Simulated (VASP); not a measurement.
Runs of VASP 6.6.1 on MoS2. The structure is that of space group P-3m1 (No. 164), or close to it. The cells are those of the table. 

```tsv
level	potentials or basis	spin	cell	k mesh	gap on the mesh (eV)	largest force (eV/Å)
PBE	VASP PAW PBE potentials, release 64 (Mo_sv, S)	off	a = 3.206, b = 3.206, c = 21.814 Å, angles 90.0, 90.0, 120.0°, 6 atoms	10 × 10 × 2	1.37	0.15
PBE exchange alone	VASP PAW PBE potentials, release 64 (Mo_sv, S)	off	a = 3.185, b = 3.185, c = 21.671 Å, angles 90.0, 90.0, 120.0°, 6 atoms	10 × 10 × 2	1.40	1.54
RPBE+D3(BJ)	VASP PAW PBE potentials, release 64 (Mo_sv, S)	off	a = 3.226, b = 3.226, c = 21.956 Å, angles 90.0, 90.0, 120.0°, 6 atoms	10 × 10 × 2	1.35	1.13
PBE	VASP PAW PBE potentials, release 64 (Mo_sv, S)	off	a = 3.247, b = 3.247, c = 22.096 Å, angles 90.0, 90.0, 120.0°, 6 atoms	10 × 10 × 2	(a)	0.71
LDA	VASP PAW LDA potentials, release 64 (Mo_sv, S)	non-collinear, zero start, SOC	a = 3.185, b = 3.185, c = 21.671 Å, angles 90.0, 90.0, 120.0°, 6 atoms	7 × 7 × 2	-	0.36
```

Alike in all rows: task single point; cutoff (eV) 520; smearing fermi-dirac 0.05 eV.

Question: Fill in the values left out.

Answer: (a) 1.31.

Caveats: the PAW data sets were made with another functional, which shifts forces and pressure a little (at least some runs).

A k mesh can miss the band edges, and rows without SOC leave out spin-orbit coupling on Mo.
